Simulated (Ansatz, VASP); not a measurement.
**HgTe: VASP beside Ansatz**

```xyz
2
Lattice="0.0000 3.1800 3.1800 3.1800 0.0000 3.1800 3.1800 3.1800 0.0000" Properties=species:S:1:pos:R:3 pbc="T T T"
Hg    0.0000    0.0000    0.0000
Te    3.1800    3.1800    3.1800
```

Alike in both runs: task relaxation of cell and atoms; functional PBE-based screened hybrid with a share of 0.25 of exact exchange and HFSCREEN = 0.3; k mesh 4 × 4 × 4; occupations fermi-dirac, width 0.05 eV; no spin polarisation.

```csv
,VASP,Ansatz
version,VASP 6.6.1,Ansatz 0.2.0
potentials or method,"VASP PAW PBE potentials, release 64 (Hg, Te)",Ansatz PAW
plane-wave cutoff (eV),600,420
valence electrons in the cell,18,36
```

```csv
,VASP,Ansatz,Ansatz less VASP
"gap on the k mesh at the Fermi level, each at its own relaxed structure (eV)",none,none,-
relaxed volume (Å³/atom),28.87,28.88,+0.009
relaxed length of the cell vector where the two differ most in proportion (Å),4.338,4.339,+0.0005
```

VASP's potentials were made for PBE, not for PBE-based screened hybrid. A gap of «none» marks a metal or a gap that the smearing closes. VASP's potentials hold 18 valence electrons a cell and Ansatz's 36, so a difference there can come from the potentials and not from the codes.

The k mesh is coarse, so the values compare programs but aren't converged. Spin-orbit coupling is off throughout. Noted on Ansatz's run: the plane-wave basis is chosen anew once the cell has moved, so the energies of steps on either side of that aren't comparable.
